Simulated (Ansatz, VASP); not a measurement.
One calculation of Ta2N, two programs

```
CELL_PARAMETERS angstrom
5.19453 0.00000 0.00000
-2.59726 4.49859 0.00000
0.00000 0.00000 4.94830
ATOMIC_POSITIONS crystal
Ta 0.67888 0.67888 0.75260
Ta 0.00000 0.32112 0.75260
Ta 0.32112 0.00000 0.75260
Ta 0.32112 0.32112 0.24740
Ta 0.00000 0.67888 0.24740
Ta 0.67888 0.00000 0.24740
N 0.66667 0.33333 0.50000
N 0.33333 0.66667 0.50000
N 0.00000 0.00000 0.00000
```

Alike in both runs: task single point; functional LDA; k mesh 9 × 9 × 8; occupations gaussian, width 0.15 eV; no spin polarisation.

```csv
,VASP,Ansatz
version,VASP 6.6.1,Ansatz 0.2.0
potentials or method,"VASP PAW LDA potentials, release 64 (Ta_pv, N), cutoff 520 eV","scalar-relativistic, plane waves, PAW"
valence electrons in the cell,81,93
```

Ansatz gave:

- gap on the k mesh at the Fermi level (eV): none
- pressure (GPa): 1.6
- traceless stress, the component that is largest in VASP (GPa): -4.72
- rms of the force components (eV/Å): 0.924

Task: Estimate VASP's values.

Result: gap on the k mesh at the Fermi level (eV): none; pressure (GPa): 3.2; traceless stress, the component that is largest in VASP (GPa): -4.69; rms of the force components (eV/Å): 0.933.

Ansatz warns that its potentials were made for another functional, while VASP's fit it. LDA's correlation is that of Perdew and Zunger in VASP and of Perdew and Wang (1992) in Ansatz. Atom by atom the forces differ by 0.011 eV/Å (rms over components). A gap of «none» marks a metal or a gap that the smearing closes. VASP's potentials hold 81 valence electrons a cell and Ansatz's 93, so a difference there can come from the potentials and not from the codes.

Neither program's run includes spin-orbit coupling.
